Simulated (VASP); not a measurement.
# NaI (Fm-3m) in VASP: further runs, part 2 of 2

VASP 6.6.1. The steps go on from the part before.

### 5 Electric field gradients, LDA (33.22 Å³/atom)

This run uses another cell than the first one, of 33.22 Å³/atom.

Contents of INCAR:

```
SYSTEM = NaI
ALGO = Normal
EDIFF = 1E-8
ENCUT = 520
GGA = CA
ISIF = 2
ISMEAR = -1
LASPH = .True.
LCHARG = .False.
LEFG = .True.
LREAL = .False.
LWAVE = .False.
NBANDS = 14
NELM = 100
PREC = Accurate
SIGMA = 0.02
```

Contents of KPOINTS:

```
k-points
0
Gamma
  8 8 8
  0 0 0
```

Contents of POSCAR:

```
NaI
1.0
    0.0000000000      3.2146785402      3.2146785402
    3.2146785402      0.0000000000      3.2146785402
    3.2146785402      3.2146785402      0.0000000000
Na I
1 1
Direct
    0.0000000000      0.0000000000      0.0000000000
    0.5000000000      0.5000000000      0.5000000000
```

Potentials or basis: VASP PAW LDA potentials, release 64 (Na_pv, I).

Started as:

```sh
> cat potpaw_LDA.64/Na_pv/POTCAR potpaw_LDA.64/I/POTCAR > POTCAR
> mpirun -np 1 vasp_std > vasp.out
```

OUTCAR:

```text
SYSTEM = NaI
   EDIFF = 1E-8
   ENCUT = 520
   GGA = CA
   ISIF = 2
   ISMEAR = -1
   LASPH = .True.
   LREAL = .False.
   NELM = 100
   PREC = Accurate

 ion  position               nearest neighbor table
   1  0.000  0.000  0.000-
   2  0.500  0.500  0.500-

  LATTYP: Found a face centered cubic cell.
 ALAT       =     6.4293570804

  Lattice vectors:

 A1 = (   0.0000000000,   3.2146785402,   3.2146785402)
 A2 = (   3.2146785402,   0.0000000000,   3.2146785402)
 A3 = (   3.2146785402,   3.2146785402,   0.0000000000)

[... 617 lines left out ...]
  FREE ENERGIE OF THE ION-ELECTRON SYSTEM (eV)
  ---------------------------------------------------
  free  energy   TOTEN  =        -5.9944413672 eV

  energy  without entropy=       -5.9944413672  energy(sigma->0) =       -5.99444137

 Electric field gradients (V/A^2)
---------------------------------------------------------------------
 ion       V_xx      V_yy      V_zz      V_xy      V_xz      V_yz
---------------------------------------------------------------------
   1      -0.000     0.000     0.000    -0.002    -0.002    -0.002
   2      -0.000    -0.000     0.000    -0.000    -0.000    -0.000
---------------------------------------------------------------------

 Electric field gradients after diagonalization (V/A^2)
 (convention: |V_zz| > |V_xx| > |V_yy|)
----------------------------------------------------------------------
 ion       V_xx      V_yy      V_zz     asymmetry (V_yy - V_xx)/ V_zz
----------------------------------------------------------------------
   1       0.002     0.002    -0.005       0.000
   2       0.000     0.000    -0.000       0.000
----------------------------------------------------------------------

           NMR quadrupolar parameters

 Cq : quadrupolar parameter    Cq=e*Q*V_zz/h
 eta: asymmetry parameters     (V_yy - V_xx)/ V_zz
 Q  : nuclear electric quadrupole moment in mb (millibarn)
----------------------------------------------------------------------
 ion       Cq(MHz)       eta       Q (mb)
----------------------------------------------------------------------
   1      -0.000       0.000       1.000
   2      -0.000       0.000       1.000
----------------------------------------------------------------------
```

OSZICAR:

```text
N       E                     dE             d eps       ncg     rms          rms(c)
DAV:   1     0.824109695829E+02    0.82411E+02   -0.66598E+03   812   0.894E+02
DAV:   2     0.230074956886E+00   -0.82181E+02   -0.76505E+02   854   0.218E+02
DAV:   3    -0.592883234246E+01   -0.61589E+01   -0.61225E+01  1064   0.587E+01
DAV:   4    -0.606642080940E+01   -0.13759E+00   -0.13755E+00   980   0.911E+00
DAV:   5    -0.606951323258E+01   -0.30924E-02   -0.30924E-02  1096   0.135E+00    0.164E+00
DAV:   6    -0.600899023812E+01    0.60523E-01   -0.58754E-02   968   0.159E+00    0.106E+00
DAV:   7    -0.599491798166E+01    0.14072E-01   -0.43963E-02  1028   0.116E+00    0.492E-01
DAV:   8    -0.599449745455E+01    0.42053E-03   -0.30585E-03   926   0.468E-01    0.107E-01
DAV:   9    -0.599444211993E+01    0.55335E-04   -0.15185E-04  1028   0.119E-01    0.318E-02
DAV:  10    -0.599444148878E+01    0.63115E-06   -0.19606E-05  1112   0.483E-02    0.599E-03
DAV:  11    -0.599444136016E+01    0.12861E-06   -0.11115E-06  1114   0.126E-02    0.441E-03
DAV:  12    -0.599444136719E+01   -0.70302E-08   -0.60747E-08  1078   0.228E-03
   1 F= -.59944414E+01 E0= -.59944414E+01  d E =-.384562E-12
```

Wall time 22 s (1 thread of Intel Xeon Platinum 8259CL at 2.50GHz (Skylake/Cascade Lake), shared host); peak memory 0.18 GiB.

What came out:

| Item | Value |
| --- | --- |
| Free energy | -5.9944 eV |
| Pressure | -1.4 GPa |
| Band gap on the k mesh | 3.40 eV |
| Largest electric field gradient by atom | zero within the noise of the run |

Caveat: spin-orbit coupling is left out, which moves the levels of the heavy elements.

### 6 Electric field gradients, LDA (34.24 Å³/atom)

This run uses another cell than the first one, of 34.24 Å³/atom.

Contents of INCAR:

```
SYSTEM = NaI
  PREC = Accurate
  ENCUT = 520
  EDIFF = 1E-8
  ISMEAR = -1
  SIGMA = 0.02
  LREAL = .False.
  LASPH = .True.
  NELM = 60
  ALGO = Normal
  ISIF = 2
  LWAVE = .False.
  LCHARG = .False.
  LEFG = .True.
  NBANDS = 14
```

Contents of KPOINTS:

```
regular mesh
0
Gamma
  8 8 8
  0 0 0
```

Contents of POSCAR:

```
NaI
1.0
    0.0000000000      3.2471522385      3.2471522385
    3.2471522385      0.0000000000      3.2471522385
    3.2471522385      3.2471522385      0.0000000000
Na I
1 1
Direct
    0.0000000000      0.0000000000      0.0000000000
    0.5000000000      0.5000000000      0.5000000000
```

Potentials or basis: VASP PAW LDA potentials, release 64 (Na_pv, I).

Started as:

```sh
> cat potpaw_LDA.64/Na_pv/POTCAR potpaw_LDA.64/I/POTCAR > POTCAR
> mpirun -np 1 vasp_std > vasp.out
```

OUTCAR:

```text
SYSTEM = NaI
   PREC = Accurate
   ENCUT = 520
   EDIFF = 1E-8
   ISMEAR = -1
   LREAL = .False.
   LASPH = .True.
   NELM = 60
   ISIF = 2

 ion  position               nearest neighbor table
   1  0.000  0.000  0.000-
   2  0.500  0.500  0.500-

  LATTYP: Found a face centered cubic cell.
 ALAT       =     6.4943044770

  Lattice vectors:

 A1 = (   0.0000000000,   3.2471522385,   3.2471522385)
 A2 = (   3.2471522385,   0.0000000000,   3.2471522385)
 A3 = (   3.2471522385,   3.2471522385,   0.0000000000)

Analysis of symmetry for initial positions (statically):
=====================================================================
 Subroutine PRICEL returns:
 Original cell was already a primitive cell.

 Routine SETGRP: Setting up the symmetry group for a
 face centered cubic supercell.

 Subroutine GETGRP returns: Found 48 space group operations
 (whereof 48 operations were pure point group operations)
 out of a pool of 48 trial point group operations.

The static configuration has the point symmetry O_h .

Analysis of symmetry for dynamics (positions and initial velocities):
=====================================================================
 Subroutine PRICEL returns:
 Original cell was already a primitive cell.

 Routine SETGRP: Setting up the symmetry group for a
 face centered cubic supercell.

 Subroutine GETGRP returns: Found 48 space group operations
 (whereof 48 operations were pure point group operations)
 out of a pool of 48 trial point group operations.

The dynamic configuration has the point symmetry O_h .

 Subroutine INISYM returns: Found 48 space group operations
 (whereof 48 operations are pure point group operations),
 and found     1 'primitive' translations

----------------------------------------------------------------------------------------

                                     Primitive cell

  volume of cell :      68.4759

  direct lattice vectors                    reciprocal lattice vectors
     0.000000000  3.247152239  3.247152239    -0.153981077  0.153981077  0.153981077
     3.247152239  0.000000000  3.247152239     0.153981077 -0.153981077  0.153981077
     3.247152239  3.247152239  0.000000000     0.153981077  0.153981077 -0.153981077

  length of vectors
     4.592166735  4.592166735  4.592166735     0.266703049  0.266703049  0.266703049

  position of ions in fractional coordinates (direct lattice)
     0.000000000  0.000000000  0.000000000
     0.500000000  0.500000000  0.500000000

  ion indices of the primitive-cell ions
   primitive index   ion index
                 1           1
                 2           2

----------------------------------------------------------------------------------------

 KPOINTS: regular mesh

Automatic generation of k-mesh.
 Grid dimensions read from file:
 generate k-points for:    8    8    8

 Generating k-lattice:

[... 77 lines left out ...]
   EFERMI_NEDOS =   21; number of points for ismear=-14 and -15
   IALGO  =     38    algorithm
   IMIX   =      4    mixing-type and parameters
     AMIX     =   0.40;   BMIX     =  1.00
     AMIX_MAG =   1.60;   BMIX_MAG =  1.00
  volume/ion in A,a.u.               =      34.24       231.05
  Fermi-wavevector in a.u.,A,eV,Ry     =   0.964432  1.822512 12.655170  0.930129
  Thomas-Fermi vector in A             =   2.094063
   LORBIT       =      0    0 simple, 1 ext, 2 COOP (PROOUT), +10 PAW based schemes
   GGA     = CA    functional components
   LHFCALC =     F    Hartree Fock is set to
   AEXX    =    0.0000 exact exchange contribution
   IVDW    =     0    specifies the selected vdW correction
   LEPSILON=     F    determine dielectric tensor
   LRPA    =     F    only Hartree local field effects (RPA)
 non-spin polarized calculation
  energy-cutoff  :      520.00
  volume of cell :       68.48
 maximum number of plane-waves:      1868
 NGX is ok and might be reduce to    36
   NGX = 17   NGY = 17   NGZ = 17

 number of electron      13.9999997 magnetization

 Free energy of the ion-electron system (eV)
  ---------------------------------------------------
  ext. energy  EPLUGINS =         0.00000000
  ---------------------------------------------------
  free energy    TOTEN  =        -5.97477452 eV

  energy without entropy =       -5.97477452  energy(sigma->0) =       -5.97477452

 E-fermi :   1.0384     XC(G=0):  -8.0604

 val. band max:        0.5497739339   @ k =   0.0000   0.0000   0.0000
 cond. band min:       3.8694502355   @ k =   0.0000   0.0000   0.0000
 fundamental gap:      3.3196763017
 Fermi energy:         1.0384422643

 k-point     1 :       0.0000    0.0000    0.0000
  band No.  band energies     occupation
      1     -21.8485      2.00000
      2     -21.8485      2.00000
      3     -21.8485      2.00000
      4     -10.5087      2.00000
      5       0.5498      2.00000
      6       0.5498      2.00000
      7       0.5498      2.00000
      8       3.8695      0.00000
      9       8.3456      0.00000
     10       8.3456      0.00000
     11       8.3456      0.00000
     12      10.1990      0.00000
     13      10.1990      0.00000
     14      10.7333      0.00000
[... 377 lines left out ...]
      1     -21.8528      2.00000
      2     -21.8501      2.00000
      3     -21.8493      2.00000
      4     -10.1600      2.00000
      5      -1.3840      2.00000
      6      -0.3736      2.00000
      7       0.0605      2.00000
      8       6.4620      0.00000
      9       6.6301      0.00000
     10       8.6023      0.00000
     11       8.6226      0.00000
     12      10.8286      0.00000
     13      11.7119      0.00000
     14      13.0120      0.00000

 [... further k-points ...]

------------------------ aborting loop because EDIFF is reached ----------------------------------------

  FORCE on cell =-STRESS in cart. coord.  units (eV):
  Direction    XX          YY          ZZ          XY          YZ          ZX
  --------------------------------------------------------------------------------------
  -------------------------------------------------------------------------------------
  Total       -0.7468305     -0.7468305     -0.7468305      0.0000000      0.0000000     -0.0000000
  in kB      -17.4740953    -17.4740953    -17.4740953      0.0000000      0.0000000     -0.0000000
  external PRESSURE =     -17.4740953 kB  Pullay stress =       0.0000000 kB

 VOLUME and BASIS-vectors are now :
 -----------------------------------------------------------------------------
  energy-cutoff  :      520.00
  volume of cell :       68.48
      direct lattice vectors                 reciprocal lattice vectors
     0.000000000  3.247152239  3.247152239    -0.153981077  0.153981077  0.153981077
     3.247152239  0.000000000  3.247152239     0.153981077 -0.153981077  0.153981077
     3.247152239  3.247152239  0.000000000     0.153981077  0.153981077 -0.153981077

 POSITION                                       TOTAL-FORCE (eV/Angst)
 -----------------------------------------------------------------------------------
      0.00000      0.00000      0.00000        -0.000000      0.000000      0.000000
      3.24715      3.24715      3.24715         0.000000     -0.000000     -0.000000
 -----------------------------------------------------------------------------------
    total drift:                                0.000000      0.000000      0.000000

  FREE ENERGIE OF THE ION-ELECTRON SYSTEM (eV)
  ---------------------------------------------------
  free  energy   TOTEN  =        -5.9747745227 eV

  energy  without entropy=       -5.9747745227  energy(sigma->0) =       -5.97477452

 Electric field gradients (V/A^2)
---------------------------------------------------------------------
 ion       V_xx      V_yy      V_zz      V_xy      V_xz      V_yz
---------------------------------------------------------------------
   1      -0.000     0.000     0.000    -0.002    -0.002    -0.002
   2      -0.000     0.000     0.000    -0.000    -0.000    -0.000
---------------------------------------------------------------------

 Electric field gradients after diagonalization (V/A^2)
 (convention: |V_zz| > |V_xx| > |V_yy|)
----------------------------------------------------------------------
 ion       V_xx      V_yy      V_zz     asymmetry (V_yy - V_xx)/ V_zz
----------------------------------------------------------------------
   1       0.002     0.002    -0.004       0.000
   2       0.000     0.000    -0.001       0.000
----------------------------------------------------------------------

           NMR quadrupolar parameters

 Cq : quadrupolar parameter    Cq=e*Q*V_zz/h
 eta: asymmetry parameters     (V_yy - V_xx)/ V_zz
 Q  : nuclear electric quadrupole moment in mb (millibarn)
----------------------------------------------------------------------
 ion       Cq(MHz)       eta       Q (mb)
----------------------------------------------------------------------
   1      -0.000       0.000       1.000
   2      -0.000       0.000       1.000
----------------------------------------------------------------------
```

stdout:

```text
POSCAR found type information on POSCAR NaI
 POSCAR found :  2 types and       2 ions
 scaLAPACK will be used
 LDA part: xc-table for (Slater(with rela. corr.)+CA(PZ))
 , standard interpolation
 POSCAR, INCAR and KPOINTS ok, starting setup
 FFT: planning ... GRIDC
 FFT: planning ... GRID_SOFT
 FFT: planning ... GRID
 WAVECAR not read
 entering main loop
ion   1

ion   2
```

It took 21 s on 1 thread of Intel Xeon Platinum 8259CL at 2.50GHz (Skylake/Cascade Lake), shared host; peak memory 0.18 GiB.

What came out:

```
Free energy                             : -5.9748 eV
Pressure                                : -1.7 GPa
Band gap on the k mesh                  : 3.32 eV
Largest electric field gradient by atom : zero within the noise of the run
```

Levels at points of the mesh, in eV from the valence-band top:
```
           k point  band 4  band 5  band 6  band 7  band 8  band 9  band 10  band 11
(0.00, 0.00, 0.00)  -11.06    0.00    0.00    0.00    3.32    7.80     7.80     7.80
(0.50, 0.00, 0.00)  -10.75   -2.21   -0.28   -0.28    4.86    7.27     7.27     8.40
(0.50, 0.50, 0.00)  -10.68   -1.92   -0.75   -0.75    4.26    5.39     9.55    10.96
```

Caveat: spin-orbit coupling is left out, which moves the levels of the heavy elements.

### 7 Summary

```csv
cell,gap on the mesh (eV),pressure (GPa)
"a = 4.484 Å, angles 60.0°, 2 atoms",3.52,-0.7
"a = 4.546 Å, angles 60.0°, 2 atoms",3.40,-1.4
"a = 4.592 Å, angles 60.0°, 2 atoms",3.32,-1.7
```

Alike in all rows: task electric field gradients; level LDA; potentials or basis VASP PAW LDA potentials, release 64 (Na_pv, I); no spin polarisation; k mesh 8 × 8 × 8; cutoff (eV) 520; smearing fermi-dirac 0.02 eV.

Caveats: spin-orbit coupling is left out, which moves the levels of the heavy elements.

Total energies depend on the potentials used, so only differences within one code and one set of settings carry meaning.
